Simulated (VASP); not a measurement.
# GeSb3O2 (P4/mmm) in VASP: further runs

Runs on GeSb3O2. Level: PBE. Tasks: single point.

Program: VASP 6.6.1. These are calculated values, not measurements. Logs are shortened: lines on timing, memory, paths and dates and some standing lists are left out, and cuts for length are marked.

## 1. The cell of the first run

Symmetry: P4/mmm, No. 123, tetragonal system. Conventional cell: a = 3.302 Å, b = 3.302 Å, c = 11.078 Å, α = 90.00°, β = 90.00°, γ = 90.00°. Within 3.1 Å of Ge (site symmetry 4/mmm) lie 4 O at 2.33 Å. Within 3.3 Å of Sb (site symmetry 4mm) lie 1 O at 2.53 Å and 1 Sb at 3.01 Å. Within 3.1 Å of Sb (site symmetry 4/mmm) lie 4 O at 2.33 Å and 2 Sb at 3.01 Å. Within 3.1 Å of O (site symmetry 4/mmm) lie 4 Ge at 2.33 Å and 2 Sb at 2.53 Å. Within 3.1 Å of O (site symmetry 4/mmm) lie 4 Sb at 2.33 Å.

## 2. Single point, PBE

INCAR reads:

```
SYSTEM = GeSb3O2
PREC = Accurate
ENCUT = 520
EDIFF = 1E-6
ISMEAR = 0
SIGMA = 0.1
LREAL = .False.
LASPH = .True.
NELM = 80
ALGO = Normal
ISIF = 2
LWAVE = .False.
LCHARG = .True.
GGA = PE
LELF = .True.
LVHAR = .True.
NBANDS = 30
```

KPOINTS reads:

```
Automatic mesh
0
Gamma
  4 4 2
  0 0 0
```

POSCAR reads:

```
GeSb3O2
1.0
    3.3018865158      0.0000000000      0.0000000000
    0.0000000000      3.3018865158      0.0000000000
    0.0000000000      0.0000000000     11.0781155850
Ge Sb O
1 3 2
Direct
    0.0000000000      0.0000000000      0.5000000000
    0.5000000000      0.5000000000      0.2717463759
    0.5000000000      0.5000000000      0.7282536241
    0.5000000000      0.5000000000      0.0000000000
    0.5000000000      0.5000000000      0.5000000000
    0.0000000000      0.0000000000      0.0000000000
```

Potentials or basis: VASP PAW PBE potentials, release 64 (Ge_d, Sb, O).

Launch:

```sh
$ cat potpaw_PBE.64/Ge_d/POTCAR potpaw_PBE.64/Sb/POTCAR potpaw_PBE.64/O/POTCAR > POTCAR
$ mpirun -np 1 vasp_std > vasp.out
```

OUTCAR:

```text
SYSTEM = GeSb3O2
   PREC = Accurate
   ENCUT = 520
   EDIFF = 1E-6
   ISMEAR = 0
   LREAL = .False.
   LASPH = .True.
   NELM = 80
   ISIF = 2
   GGA = PE

 ion  position               nearest neighbor table
   1  0.000  0.000  0.500-   5 2.33   5 2.33   5 2.33   5 2.33
   2  0.500  0.500  0.272-   5 2.53   4 3.01
   3  0.500  0.500  0.728-   5 2.53   4 3.01
   4  0.500  0.500  0.000-   6 2.33   6 2.33   6 2.33   6 2.33   2 3.01   3 3.01
   5  0.500  0.500  0.500-   1 2.33   1 2.33   1 2.33   1 2.33   3 2.53   2 2.53
   6  0.000  0.000  0.000-   4 2.33   4 2.33   4 2.33   4 2.33

  LATTYP: Found a simple tetragonal cell.
 ALAT       =     3.3018865158
 C/A-ratio  =     3.3550867154

  Lattice vectors:

 A1 = (   3.3018865158,   0.0000000000,   0.0000000000)
 A2 = (   0.0000000000,   3.3018865158,   0.0000000000)
 A3 = (   0.0000000000,   0.0000000000,  11.0781155850)

Analysis of symmetry for initial positions (statically):
=====================================================================
 Subroutine PRICEL returns:
 Original cell was already a primitive cell.

 Routine SETGRP: Setting up the symmetry group for a
 simple tetragonal supercell.

 Subroutine GETGRP returns: Found 16 space group operations
 (whereof 16 operations were pure point group operations)
 out of a pool of 16 trial point group operations.

The static configuration has the point symmetry D_4h.

Analysis of symmetry for dynamics (positions and initial velocities):
=====================================================================
 Subroutine PRICEL returns:
 Original cell was already a primitive cell.

 Routine SETGRP: Setting up the symmetry group for a
 simple tetragonal supercell.

 Subroutine GETGRP returns: Found 16 space group operations
 (whereof 16 operations were pure point group operations)
 out of a pool of 16 trial point group operations.

The dynamic configuration has the point symmetry D_4h.

 Subroutine INISYM returns: Found 16 space group operations
 (whereof 16 operations are pure point group operations),
 and found     1 'primitive' translations

----------------------------------------------------------------------------------------

                                     Primitive cell

  volume of cell :     120.7787

  direct lattice vectors                    reciprocal lattice vectors
     3.301886516  0.000000000  0.000000000     0.302857168  0.000000000  0.000000000
     0.000000000  3.301886516  0.000000000     0.000000000  0.302857168  0.000000000
     0.000000000  0.000000000 11.078115585     0.000000000  0.000000000  0.090268060

  length of vectors
     3.301886516  3.301886516 11.078115585     0.302857168  0.302857168  0.090268060

  position of ions in fractional coordinates (direct lattice)
     0.000000000  0.000000000  0.500000000
     0.500000000  0.500000000  0.271746376
     0.500000000  0.500000000  0.728253624
     0.500000000  0.500000000  0.000000000
     0.500000000  0.500000000  0.500000000
     0.000000000  0.000000000  0.000000000

  ion indices of the primitive-cell ions
   primitive index   ion index
                 1           1
                 2           2
                 3           3
                 4           4
                 5           5
                 6           6

----------------------------------------------------------------------------------------

 KPOINTS: Automatic mesh

Automatic generation of k-mesh.
 Grid dimensions read from file:
 generate k-points for:    4    4    2

 Generating k-lattice:

  Cartesian coordinates                     Fractional coordinates (reciprocal lattice)
     0.075714292  0.000000000  0.000000000     0.250000000  0.000000000  0.000000000
     0.000000000  0.075714292  0.000000000     0.000000000  0.250000000  0.000000000
     0.000000000  0.000000000  0.045134030     0.000000000  0.000000000  0.500000000

  Length of vectors
     0.075714292  0.075714292  0.045134030

  Shift w.r.t. Gamma in fractional coordinates (k-lattice)
     0.000000000  0.000000000  0.000000000

 Subroutine IBZKPT returns following result:
 ===========================================

 Found     12 irreducible k-points:

 Following reciprocal coordinates:
            Coordinates               Weight
  0.000000  0.000000  0.000000      1.000000
  0.250000  0.000000  0.000000      4.000000
  0.500000  0.000000  0.000000      2.000000
  0.250000  0.250000  0.000000      4.000000
  0.500000  0.250000  0.000000      4.000000
  0.500000  0.500000  0.000000      1.000000
  0.000000  0.000000  0.500000      1.000000
  0.250000  0.000000  0.500000      4.000000
  0.500000  0.000000  0.500000      2.000000
  0.250000  0.250000  0.500000      4.000000
  0.500000  0.250000  0.500000      4.000000
  0.500000  0.500000  0.500000      1.000000
   k-points           NKPTS =     12   k-points in BZ     NKDIM =     12   number of bands    NBANDS=     30
   number of dos      NEDOS =    301   number of ions     NIONS =      6
   total plane-waves  NPLWV =  65856
   dimension x,y,z NGX =    28 NGY =   28 NGZ =   84
   dimension x,y,z NGXF=    56 NGYF=   56 NGZF=  168
   ions per type =               1   3   2
   NGX,Y,Z   is equivalent  to a cutoff of  14.10, 14.10, 12.61 a.u.
   NGXF,Y,Z  is equivalent  to a cutoff of  28.20, 28.20, 25.21 a.u.
 SYSTEM =  GeSb3O2
   PREC   = accura    normal or accurate (medium, high low for compatibility)
   ISTART =      0    job   : 0-new  1-cont  2-samecut
   ICHARG =      2    charge: 1-file 2-atom 10-const
   ISPIN  =      1    spin polarized calculation?
   LNONCOLLINEAR =      F non collinear calculations
   LSORBIT =      F    spin-orbit coupling
   LASPH  =      T    aspherical Exc in radial PAW
   ENCUT  =  520.0 eV  38.22 Ry    6.18 a.u.   6.14  6.14 20.60*2*pi/ulx,y,z
   NELM   =     80;   NELMIN=  2; NELMDL= -5     # of ELM steps
   EDIFF  = 0.1E-05   stopping-criterion for ELM
   LREAL  =      F    real-space projection
   EDIFFG = 0.1E-04   stopping-criterion for IOM
   NSW    =      0    number of steps for IOM
   IBRION =     -1    ionic relax: 0-MD 1-quasi-New 2-CG
   NFREE  =      0    steps in history (QN), initial steepest desc. (CG)
   ISIF   =      2    stress and relaxation
   ISYM   =      2    0-nonsym 1-usesym 2-fastsym
   POTIM  = 0.5000    time-step for ionic-motion
   TEBEG  =    0.0;   TEEND  =   0.0 temperature during run
   PSTRESS=    0.0 pullay stress
   NELECT =      41.0000    total number of electrons
   NUPDOWN=      -1.0000    fix difference up-down
   EMIN   =  10.00;   EMAX   =-10.00  energy-range for DOS
   EFERMI =   0.00;   METHOD = LEGACY
   ISMEAR =     0;   SIGMA  =   0.10  broadening in eV -4-tet -1-fermi 0-gaus
   EFERMI_NEDOS =   21; number of points for ismear=-14 and -15
   IALGO  =     38    algorithm
   IMIX   =      4    mixing-type and parameters
     AMIX     =   0.40;   BMIX     =  1.00
     AMIX_MAG =   1.60;   BMIX_MAG =  1.00
  volume/ion in A,a.u.               =      20.13       135.84
  Fermi-wavevector in a.u.,A,eV,Ry     =   1.142017  2.158100 17.744769  1.304204
  Thomas-Fermi vector in A             =   2.278716
   LORBIT       =      0    0 simple, 1 ext, 2 COOP (PROOUT), +10 PAW based schemes
   GGA     = PE    functional components
   LHFCALC =     F    Hartree Fock is set to
   AEXX    =    0.0000 exact exchange contribution
   IVDW    =     0    specifies the selected vdW correction
   LEPSILON=     F    determine dielectric tensor
   LRPA    =     F    only Hartree local field effects (RPA)
 non-spin polarized calculation
 Gauss-broadening in eV      SIGMA  =   0.10
  energy-cutoff  :      520.00
  volume of cell :      120.78
 maximum number of plane-waves:      3296
 NGX is ok and might be reduce to    28
   NGX = 13   NGY = 13   NGZ = 41

 number of electron      40.9999998 magnetization

 Free energy of the ion-electron system (eV)
  ---------------------------------------------------
  ext. energy  EPLUGINS =         0.00000000
  ---------------------------------------------------
  free energy    TOTEN  =       -28.23981740 eV

  energy without entropy =      -28.22678446  energy(sigma->0) =      -28.23330093

 E-fermi :   6.9959     XC(G=0): -10.2256

 val. band max:        6.9723201241   @ k =   0.2500   0.2500   0.0000
 cond. band min:       7.0647524957   @ k =   0.2500   0.2500   0.5000
 fundamental gap:      0.0924323716
 Fermi energy:         6.9958639315

 k-point     1 :       0.0000    0.0000    0.0000
  band No.  band energies     occupation
      1     -18.2916      2.00000
      2     -18.2588      2.00000
      3     -18.2461      2.00000
      4     -18.2384      2.00000
      5     -18.2384      2.00000
      6     -12.2363      2.00000
[... 22 lines left out ...]
     29      13.3014      0.00000
     30      13.9891      0.00000

 k-point     2 :       0.2500    0.0000    0.0000
  band No.  band energies     occupation
      1     -18.2810      2.00000
      2     -18.2550      2.00000
      3     -18.2447      2.00000
      4     -18.2446      2.00000
      5     -18.2379      2.00000
      6     -11.9548      2.00000
[... 22 lines left out ...]
     29      12.7315      0.00000
     30      14.1749      0.00000

 k-point     3 :       0.5000    0.0000    0.0000
  band No.  band energies     occupation
      1     -18.2733      2.00000
      2     -18.2638      2.00000
      3     -18.2508      2.00000
      4     -18.2373      2.00000
      5     -18.2278      2.00000
      6     -11.6394      2.00000
[... 22 lines left out ...]
     29      12.1607      0.00000
     30      13.4333      0.00000

 k-point     4 :       0.2500    0.2500    0.0000
  band No.  band energies     occupation
      1     -18.2731      2.00000
      2     -18.2657      2.00000
      3     -18.2441      2.00000
      4     -18.2434      2.00000
      5     -18.2370      2.00000
      6     -11.6926      2.00000
[... 22 lines left out ...]
     29      12.2626      0.00000
     30      13.0904      0.00000

 k-point     5 :       0.5000    0.2500    0.0000
  band No.  band energies     occupation
      1     -18.2895      2.00000
      2     -18.2550      2.00000
      3     -18.2496      2.00000
      4     -18.2429      2.00000
      5     -18.2262      2.00000
      6     -11.4415      2.00000
[... 22 lines left out ...]
     29      12.0549      0.00000
     30      12.3100      0.00000

 k-point     6 :       0.5000    0.5000    0.0000
  band No.  band energies     occupation
      1     -18.3147      2.00000
      2     -18.2485      2.00000
      3     -18.2485      2.00000
      4     -18.2384      2.00000
      5     -18.2229      2.00000
      6     -11.2312      2.00000
[... 22 lines left out ...]
     29      11.5877      0.00000
     30      12.0967      0.00000

 k-point     7 :       0.0000    0.0000    0.5000
  band No.  band energies     occupation
      1     -18.2916      2.00000
      2     -18.2588      2.00000
      3     -18.2461      2.00000
      4     -18.2384      2.00000
      5     -18.2384      2.00000
      6     -12.2359      2.00000
[... 22 lines left out ...]
     29      13.4083      0.00000
     30      13.6722      0.00000

 k-point     8 :       0.2500    0.0000    0.5000
  band No.  band energies     occupation
      1     -18.2810      2.00000
      2     -18.2550      2.00000
      3     -18.2447      2.00000
      4     -18.2446      2.00000
      5     -18.2379      2.00000
      6     -11.9544      2.00000
[... 22 lines left out ...]
     29      12.4087      0.00000
     30      14.3395      0.00000

 k-point     9 :       0.5000    0.0000    0.5000
  band No.  band energies     occupation
      1     -18.2733      2.00000
      2     -18.2638      2.00000
      3     -18.2508      2.00000
      4     -18.2373      2.00000
      5     -18.2278      2.00000
      6     -11.6394      2.00000
[... 22 lines left out ...]
     29      12.0063      0.00000
     30      12.4587      0.00000

 k-point    10 :       0.2500    0.2500    0.5000
  band No.  band energies     occupation
      1     -18.2731      2.00000
      2     -18.2657      2.00000
      3     -18.2441      2.00000
      4     -18.2434      2.00000
      5     -18.2370      2.00000
      6     -11.6920      2.00000
[... 22 lines left out ...]
     29      11.7118      0.00000
     30      14.4161      0.00000

 k-point    11 :       0.5000    0.2500    0.5000
  band No.  band energies     occupation
      1     -18.2895      2.00000
      2     -18.2550      2.00000
      3     -18.2497      2.00000
      4     -18.2429      2.00000
      5     -18.2262      2.00000
      6     -11.4416      2.00000
[... 22 lines left out ...]
     29      12.1114      0.00000
     30      12.5292      0.00000

 k-point    12 :       0.5000    0.5000    0.5000
  band No.  band energies     occupation
      1     -18.3147      2.00000
      2     -18.2485      2.00000
      3     -18.2485      2.00000
      4     -18.2384      2.00000
      5     -18.2229      2.00000
      6     -11.2313      2.00000
[... 22 lines left out ...]
     29      11.3445      0.00000
     30      12.2434      0.00000

------------------------ aborting loop because EDIFF is reached ----------------------------------------

  FORCE on cell =-STRESS in cart. coord.  units (eV):
  Direction    XX          YY          ZZ          XY          YZ          ZX
  --------------------------------------------------------------------------------------
  -------------------------------------------------------------------------------------
  Total       -0.2402581     -0.2402581     -0.3212502      0.0000000      0.0000000      0.0000000
  in kB       -3.1871197     -3.1871197     -4.2615129      0.0000000      0.0000000      0.0000000
  external PRESSURE =      -3.5452507 kB  Pullay stress =       0.0000000 kB

 VOLUME and BASIS-vectors are now :
 -----------------------------------------------------------------------------
  energy-cutoff  :      520.00
  volume of cell :      120.78
      direct lattice vectors                 reciprocal lattice vectors
     3.301886516  0.000000000  0.000000000     0.302857168  0.000000000  0.000000000
     0.000000000  3.301886516  0.000000000     0.000000000  0.302857168  0.000000000
     0.000000000  0.000000000 11.078115585     0.000000000  0.000000000  0.090268060

 POSITION                                       TOTAL-FORCE (eV/Angst)
 -----------------------------------------------------------------------------------
      0.00000      0.00000      5.53906         0.000000      0.000000      0.000000
      1.65094      1.65094      3.01044         0.000000      0.000000      0.038538
      1.65094      1.65094      8.06768         0.000000     -0.000000     -0.038538
      1.65094      1.65094      0.00000         0.000000      0.000000      0.000000
      1.65094      1.65094      5.53906         0.000000      0.000000      0.000000
      0.00000      0.00000      0.00000         0.000000      0.000000      0.000000
 -----------------------------------------------------------------------------------
    total drift:                               -0.000000      0.000000      0.000000

  FREE ENERGIE OF THE ION-ELECTRON SYSTEM (eV)
  ---------------------------------------------------
  free  energy   TOTEN  =       -28.2398173996 eV

  energy  without entropy=      -28.2267844572  energy(sigma->0) =      -28.23330093
```

Run time: 26 s. Hardware: 1 thread of Intel Xeon 6975P-C (Granite Rapids), shared host; peak memory 0.25 GiB.

What came out:

```yaml
Free_energy: -28.2398 eV
Pressure: -0.4 GPa
Largest_force: 0.039 eV/Å
```

Forces on the atoms (eV/Å):
```
Ge   0.000  0.000  0.000
Sb   0.000  0.000  0.039
Sb   0.000  0.000 -0.039
Sb   0.000  0.000  0.000
O    0.000  0.000  0.000
O    0.000  0.000  0.000
```

Caveat: the k points lie up to 0.48 Å⁻¹ apart; spin-orbit coupling is left out, which moves the levels of the heavy elements; an odd number of electrons without spin polarisation forces a metal; a magnetic or distorted state may lie lower.

(Part 1 of 2 ends here.)
